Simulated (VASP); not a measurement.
# BRu3 (Pm-3n) in VASP: a series of runs

The runs below take BRu3 through single point, with PBE.

Everything below comes from runs of VASP 6.6.1. Logs are shortened: lines on timing, memory, paths and dates and some standing lists are left out, and cuts for length are marked.

### Step 1. The cell of the first run

It takes space group Pm-3n (No. 223, cubic). Conventional cell: a = 4.480 Å, b = 4.480 Å, c = 4.480 Å, α = 90.00°, β = 90.00°, γ = 90.00°. Within 3.3 Å of B (site symmetry m-3) lie 12 Ru at 2.50 Å. Ru (site symmetry -4m2) has 10 Ru at 2.24 to 2.74 Å and 4 B at 2.50 Å within 3.0 Å.

### Step 2. Single point, PBE

File INCAR:

```
SYSTEM = BRu3
PREC = Accurate ; ENCUT = 500
EDIFF = 1E-6 ; ISMEAR = 0
SIGMA = 0.1 ; LREAL = .False.
LASPH = .True. ; NELM = 120
ALGO = Normal ; ISIF = 2
LWAVE = .False. ; LCHARG = .False.
GGA = PE ; NBANDS = 55
GGA_COMPAT = .False.
```

File KPOINTS:

```
Automatic mesh
0
Gamma
  4 4 4
  0 0 0
```

File POSCAR:

```
BRu3
1.0
    4.4797115600      0.0000000000      0.0000000000
    0.0000000000      4.4797115600      0.0000000000
    0.0000000000      0.0000000000      4.4797115600
B Ru
2 6
Direct
    0.0000000000      0.0000000000      0.0000000000
    0.5000000000      0.5000000000      0.5000000000
    0.2500000000      0.0000000000      0.5000000000
    0.5000000000      0.7500000000      0.0000000000
    0.7500000000      0.0000000000      0.5000000000
    0.5000000000      0.2500000000      0.0000000000
    0.0000000000      0.5000000000      0.7500000000
    0.0000000000      0.5000000000      0.2500000000
```

Potentials or basis: VASP PAW PBE potentials, release 64 (B, Ru_pv).

Command:

```bash
$ cat potpaw_PBE.64/B/POTCAR potpaw_PBE.64/Ru_pv/POTCAR > POTCAR
$ mpirun -np 1 vasp_std > vasp.out
```

OUTCAR:

```text
SYSTEM = BRu3
   PREC = Accurate
   ENCUT = 500
   EDIFF = 1E-6
   ISMEAR = 0
   LREAL = .False.
   LASPH = .True.
   NELM = 120
   ISIF = 2
   GGA = PE

 ion  position               nearest neighbor table
   1  0.000  0.000  0.000-   3 2.50   4 2.50   5 2.50   6 2.50   7 2.50   8 2.50   3 2.50   5 2.50
                             7 2.50   8 2.50   4 2.50   6 2.50
   2  0.500  0.500  0.500-   3 2.50   4 2.50   5 2.50   6 2.50   7 2.50   8 2.50   4 2.50   6 2.50
                             3 2.50   5 2.50   7 2.50   8 2.50
   3  0.250  0.000  0.500-   5 2.24   5 2.24   1 2.50   1 2.50   2 2.50   2 2.50   8 2.74   4 2.74
                             4 2.74   6 2.74   6 2.74   7 2.74   8 2.74   7 2.74
   4  0.500  0.750  0.000-   6 2.24   6 2.24   1 2.50   2 2.50   2 2.50   1 2.50   8 2.74   5 2.74
                             3 2.74   5 2.74   3 2.74   7 2.74   7 2.74   8 2.74
   5  0.750  0.000  0.500-   3 2.24   3 2.24   1 2.50   1 2.50   2 2.50   2 2.50   8 2.74   4 2.74
                             4 2.74   6 2.74   6 2.74   7 2.74   8 2.74   7 2.74
   6  0.500  0.250  0.000-   4 2.24   4 2.24   1 2.50   2 2.50   2 2.50   1 2.50   8 2.74   3 2.74
                             3 2.74   5 2.74   5 2.74   7 2.74   7 2.74   8 2.74
   7  0.000  0.500  0.750-   8 2.24   8 2.24   1 2.50   2 2.50   1 2.50   2 2.50   3 2.74   4 2.74
                             5 2.74   3 2.74   5 2.74   6 2.74   4 2.74   6 2.74
   8  0.000  0.500  0.250-   7 2.24   7 2.24   1 2.50   2 2.50   1 2.50   2 2.50   3 2.74   4 2.74
                             5 2.74   3 2.74   5 2.74   6 2.74   4 2.74   6 2.74

  LATTYP: Found a simple cubic cell.
 ALAT       =     4.4797115600

  Lattice vectors:

 A1 = (   4.4797115600,   0.0000000000,   0.0000000000)
 A2 = (   0.0000000000,   4.4797115600,   0.0000000000)
 A3 = (   0.0000000000,   0.0000000000,   4.4797115600)

Analysis of symmetry for initial positions (statically):
=====================================================================
 Subroutine PRICEL returns:
 Original cell was already a primitive cell.

 Routine SETGRP: Setting up the symmetry group for a
 simple cubic supercell.

 Subroutine GETGRP returns: Found 48 space group operations
 (whereof 24 operations were pure point group operations)
 out of a pool of 48 trial point group operations.

The static configuration has the point symmetry T_h .
 The point group associated with its full space group is O_h .

Analysis of symmetry for dynamics (positions and initial velocities):
=====================================================================
 Subroutine PRICEL returns:
 Original cell was already a primitive cell.

 Routine SETGRP: Setting up the symmetry group for a
 simple cubic supercell.

 Subroutine GETGRP returns: Found 48 space group operations
 (whereof 24 operations were pure point group operations)
 out of a pool of 48 trial point group operations.

The dynamic configuration has the point symmetry T_h .
 The point group associated with its full space group is O_h .

 Subroutine INISYM returns: Found 48 space group operations
 (whereof 24 operations are pure point group operations),
 and found     1 'primitive' translations

----------------------------------------------------------------------------------------

                                     Primitive cell

  volume of cell :      89.8980

  direct lattice vectors                    reciprocal lattice vectors
     4.479711560  0.000000000  0.000000000     0.223228658  0.000000000  0.000000000
     0.000000000  4.479711560  0.000000000     0.000000000  0.223228658  0.000000000
     0.000000000  0.000000000  4.479711560     0.000000000  0.000000000  0.223228658

  length of vectors
     4.479711560  4.479711560  4.479711560     0.223228658  0.223228658  0.223228658

  position of ions in fractional coordinates (direct lattice)
     0.000000000  0.000000000  0.000000000
     0.500000000  0.500000000  0.500000000
     0.250000000  0.000000000  0.500000000
     0.500000000  0.750000000  0.000000000
     0.750000000  0.000000000  0.500000000
     0.500000000  0.250000000  0.000000000
     0.000000000  0.500000000  0.750000000
     0.000000000  0.500000000  0.250000000

  ion indices of the primitive-cell ions
   primitive index   ion index
                 1           1
                 2           2
                 3           3
                 4           4
                 5           5
                 6           6
                 7           7
                 8           8

----------------------------------------------------------------------------------------

 KPOINTS: Automatic mesh

Automatic generation of k-mesh.
 Grid dimensions read from file:
 generate k-points for:    4    4    4

 Generating k-lattice:

  Cartesian coordinates                     Fractional coordinates (reciprocal lattice)
     0.055807165  0.000000000  0.000000000     0.250000000  0.000000000  0.000000000
     0.000000000  0.055807165  0.000000000     0.000000000  0.250000000  0.000000000
     0.000000000  0.000000000  0.055807165     0.000000000  0.000000000  0.250000000

  Length of vectors
     0.055807165  0.055807165  0.055807165

  Shift w.r.t. Gamma in fractional coordinates (k-lattice)
     0.000000000  0.000000000  0.000000000

 Subroutine IBZKPT returns following result:
 ===========================================

 Found     10 irreducible k-points:

 Following reciprocal coordinates:
            Coordinates               Weight
  0.000000  0.000000  0.000000      1.000000
  0.250000  0.000000  0.000000      6.000000
  0.500000  0.000000  0.000000      3.000000
  0.250000  0.250000  0.000000     12.000000
  0.500000  0.250000  0.000000     12.000000
  0.500000  0.500000  0.000000      3.000000
  0.250000  0.250000  0.250000      8.000000
  0.500000  0.250000  0.250000     12.000000
  0.500000  0.500000  0.250000      6.000000
  0.500000  0.500000  0.500000      1.000000
   k-points           NKPTS =     10   k-points in BZ     NKDIM =     10   number of bands    NBANDS=     55
   number of dos      NEDOS =    301   number of ions     NIONS =      8
   total plane-waves  NPLWV =  46656
   dimension x,y,z NGX =    36 NGY =   36 NGZ =   36
   dimension x,y,z NGXF=    72 NGYF=   72 NGZF=   72
   ions per type =               2   6
   NGX,Y,Z   is equivalent  to a cutoff of  13.36, 13.36, 13.36 a.u.
   NGXF,Y,Z  is equivalent  to a cutoff of  26.72, 26.72, 26.72 a.u.
 SYSTEM =  BRu3
   PREC   = accura    normal or accurate (medium, high low for compatibility)
   ISTART =      0    job   : 0-new  1-cont  2-samecut
   ICHARG =      2    charge: 1-file 2-atom 10-const
   ISPIN  =      1    spin polarized calculation?
   LNONCOLLINEAR =      F non collinear calculations
   LSORBIT =      F    spin-orbit coupling
   LASPH  =      T    aspherical Exc in radial PAW
   ENCUT  =  500.0 eV  36.75 Ry    6.06 a.u.   8.17  8.17  8.17*2*pi/ulx,y,z
   NELM   =    120;   NELMIN=  2; NELMDL= -5     # of ELM steps
   EDIFF  = 0.1E-05   stopping-criterion for ELM
   LREAL  =      F    real-space projection
   EDIFFG = 0.1E-04   stopping-criterion for IOM
   NSW    =      0    number of steps for IOM
   IBRION =     -1    ionic relax: 0-MD 1-quasi-New 2-CG
   NFREE  =      0    steps in history (QN), initial steepest desc. (CG)
   ISIF   =      2    stress and relaxation
   ISYM   =      2    0-nonsym 1-usesym 2-fastsym
   POTIM  = 0.5000    time-step for ionic-motion
   TEBEG  =    0.0;   TEEND  =   0.0 temperature during run
   PSTRESS=    0.0 pullay stress
   NELECT =      90.0000    total number of electrons
   NUPDOWN=      -1.0000    fix difference up-down
   EMIN   =  10.00;   EMAX   =-10.00  energy-range for DOS
   EFERMI =   0.00;   METHOD = LEGACY
   ISMEAR =     0;   SIGMA  =   0.10  broadening in eV -4-tet -1-fermi 0-gaus
   EFERMI_NEDOS =   21; number of points for ismear=-14 and -15
   IALGO  =     38    algorithm
   IMIX   =      4    mixing-type and parameters
     AMIX     =   0.40;   BMIX     =  1.00
     AMIX_MAG =   1.60;   BMIX_MAG =  1.00
  volume/ion in A,a.u.               =      11.24        75.83
  Fermi-wavevector in a.u.,A,eV,Ry     =   1.637717  3.094837 36.492432  2.682118
  Thomas-Fermi vector in A             =   2.728810
   LORBIT       =      0    0 simple, 1 ext, 2 COOP (PROOUT), +10 PAW based schemes
   GGA     = PE    functional components
   LHFCALC =     F    Hartree Fock is set to
   AEXX    =    0.0000 exact exchange contribution
   IVDW    =     0    specifies the selected vdW correction
   LEPSILON=     F    determine dielectric tensor
   LRPA    =     F    only Hartree local field effects (RPA)
 non-spin polarized calculation
 Gauss-broadening in eV      SIGMA  =   0.10
  energy-cutoff  :      500.00
  volume of cell :       89.90
 maximum number of plane-waves:      2301
 NGX is ok and might be reduce to    36
   NGX = 17   NGY = 17   NGZ = 17

 number of electron      89.9999961 magnetization

 Free energy of the ion-electron system (eV)
  ---------------------------------------------------
  ext. energy  EPLUGINS =         0.00000000
  ---------------------------------------------------
  free energy    TOTEN  =       -62.33600319 eV

  energy without entropy =      -62.30826579  energy(sigma->0) =      -62.32213449

 E-fermi :  13.8666     XC(G=0): -14.1577

 val. band max:       13.7852725509   @ k =   0.2500   0.0000   0.0000
 cond. band min:      13.8697986940   @ k =   0.5000   0.5000   0.2500
 fundamental gap:      0.0845261431
 Fermi energy:        13.8665842000

 k-point     1 :       0.0000    0.0000    0.0000
  band No.  band energies     occupation
      1     -31.5560      2.00000
      2     -31.5560      2.00000
      3     -31.3246      2.00000
      4     -30.1016      2.00000
      5     -30.1016      2.00000
      6     -30.1016      2.00000
[... 47 lines left out ...]
     54      17.1799      0.00000
     55      17.1799      0.00000

 k-point     2 :       0.2500    0.0000    0.0000
  band No.  band energies     occupation
      1     -31.5409      2.00000
      2     -31.4641      2.00000
      3     -31.0892      2.00000
      4     -30.0912      2.00000
      5     -30.0912      2.00000
      6     -30.0077      2.00000
[... 47 lines left out ...]
     54      16.6886      0.00000
     55      17.1341      0.00000

 k-point     3 :       0.5000    0.0000    0.0000
  band No.  band energies     occupation
      1     -31.4993      2.00000
      2     -31.4993      2.00000
      3     -30.2086      2.00000
      4     -30.2086      2.00000
      5     -30.0821      2.00000
      6     -30.0821      2.00000
[... 47 lines left out ...]
     54      15.8436      0.00000
     55      17.7832      0.00000

 k-point     4 :       0.2500    0.2500    0.0000
  band No.  band energies     occupation
      1     -31.5053      2.00000
      2     -31.1977      2.00000
      3     -31.0494      2.00000
      4     -30.0599      2.00000
      5     -30.0122      2.00000
      6     -29.9983      2.00000
[... 47 lines left out ...]
     54      16.6895      0.00000
     55      17.6604      0.00000

 k-point     5 :       0.5000    0.2500    0.0000
  band No.  band energies     occupation
      1     -31.5022      2.00000
      2     -31.1433      2.00000
      3     -30.2523      2.00000
      4     -30.2075      2.00000
      5     -30.0250      2.00000
      6     -29.9787      2.00000
[... 47 lines left out ...]
     54      16.5442      0.00000
     55      17.4548      0.00000

 k-point     6 :       0.5000    0.5000    0.0000
  band No.  band energies     occupation
      1     -31.5050      2.00000
      2     -30.2967      2.00000
      3     -30.2754      2.00000
      4     -30.2754      2.00000
      5     -30.1278      2.00000
      6     -29.9310      2.00000
[... 47 lines left out ...]
     54      17.1521      0.00000
     55      17.1521      0.00000

 k-point     7 :       0.2500    0.2500    0.2500
  band No.  band energies     occupation
      1     -31.1838      2.00000
      2     -31.1838      2.00000
      3     -31.0422      2.00000
      4     -30.0102      2.00000
      5     -29.9657      2.00000
      6     -29.9657      2.00000
[... 47 lines left out ...]
     54      15.9714      0.00000
     55      16.5387      0.00000

 k-point     8 :       0.5000    0.2500    0.2500
  band No.  band energies     occupation
      1     -31.1460      2.00000
      2     -31.1460      2.00000
      3     -30.2444      2.00000
      4     -30.2444      2.00000
      5     -29.9536      2.00000
      6     -29.9536      2.00000
[... 47 lines left out ...]
     54      15.4441      0.00000
     55      17.2470      0.00000

 k-point     9 :       0.5000    0.5000    0.2500
  band No.  band energies     occupation
      1     -31.1486      2.00000
      2     -30.2887      2.00000
      3     -30.2671      2.00000
      4     -30.2671      2.00000
      5     -30.1939      2.00000
      6     -29.9376      2.00000
[... 47 lines left out ...]
     54      16.0482      0.00000
     55      16.0482      0.00000

 k-point    10 :       0.5000    0.5000    0.5000
  band No.  band energies     occupation
      1     -30.2586      2.00000
      2     -30.2586      2.00000
      3     -30.2586      2.00000
      4     -30.2586      2.00000
      5     -30.2586      2.00000
      6     -30.2586      2.00000
[... 47 lines left out ...]
     54      14.5429      0.00000
     55      14.8376      0.00000

------------------------ aborting loop because EDIFF is reached ----------------------------------------

  FORCE on cell =-STRESS in cart. coord.  units (eV):
  Direction    XX          YY          ZZ          XY          YZ          ZX
  --------------------------------------------------------------------------------------
  -------------------------------------------------------------------------------------
  Total       20.9974955     20.9974955     20.9974955     -0.0000000      0.0000000     -0.0000000
  in kB      374.2208011    374.2208011    374.2208011     -0.0000000      0.0000000     -0.0000000
  external PRESSURE =     374.2208011 kB  Pullay stress =       0.0000000 kB

 VOLUME and BASIS-vectors are now :
 -----------------------------------------------------------------------------
  energy-cutoff  :      500.00
  volume of cell :       89.90
      direct lattice vectors                 reciprocal lattice vectors
     4.479711560  0.000000000  0.000000000     0.223228658  0.000000000  0.000000000
     0.000000000  4.479711560  0.000000000     0.000000000  0.223228658  0.000000000
     0.000000000  0.000000000  4.479711560     0.000000000  0.000000000  0.223228658

 POSITION                                       TOTAL-FORCE (eV/Angst)
 -----------------------------------------------------------------------------------
      0.00000      0.00000      0.00000        -0.000000     -0.000000      0.000000
      2.23986      2.23986      2.23986        -0.000000     -0.000000      0.000000
      1.11993      0.00000      2.23986         0.000000      0.000000      0.000000
      2.23986      3.35978      0.00000         0.000000      0.000000      0.000000
      3.35978      0.00000      2.23986        -0.000000     -0.000000     -0.000000
      2.23986      1.11993      0.00000         0.000000     -0.000000     -0.000000
      0.00000      2.23986      3.35978         0.000000     -0.000000     -0.000000
      0.00000      2.23986      1.11993        -0.000000     -0.000000      0.000000
 -----------------------------------------------------------------------------------
    total drift:                                0.000000      0.000000     -0.000000

  FREE ENERGIE OF THE ION-ELECTRON SYSTEM (eV)
  ---------------------------------------------------
  free  energy   TOTEN  =       -62.3360031908 eV

  energy  without entropy=      -62.3082657882  energy(sigma->0) =      -62.32213449
```

It took 53 s on 1 thread of Intel Xeon 6975P-C, shared host; peak memory 0.21 GiB.

Results:

| Item | Value |
| --- | --- |
| Free energy | -62.3360 eV |
| Pressure | 37.4 GPa |
| Band gap on the k mesh | zero (band 45 reaches 14.65 eV, above the bottom of band 46 at 13.05 eV) |

(Continued in part 2 of 2.)
